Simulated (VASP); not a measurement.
Ni:

```
Ni
1.0
     0.00000    1.79350    1.79350
     1.79350    0.00000    1.79350
     1.79350    1.79350    0.00000
Ni
1
Cartesian
  0.0000 0.0000 0.0000
```

Base run:

| Item | Value |
| --- | --- |
| Program | VASP 6.6.1 |
| Functional | PBE |
| Potentials or basis | VASP PAW PBE potentials, release 64 (Ni) |
| Cutoff | 600 eV |
| k mesh | 13 × 13 × 13 |
| Occupations | fermi-dirac, width 0.1 eV |
| Spin | no spin polarisation |

Its results: band gap on the k mesh zero (band 5 reaches 8.50 eV, above the bottom of band 6 at 7.64 eV); pressure -10.4 GPa.

Q: The run is repeated on the same cell with these changes: occupations from fermi-dirac, width 0.1 eV to fermi-dirac, width 0.3 eV. What comes out?

A: Band gap on the k mesh zero (band 5 reaches 8.49 eV, above the bottom of band 6 at 7.62 eV); pressure -7.7 GPa.

Caveats: the run has no spin polarisation, though such a crystal can be magnetic.
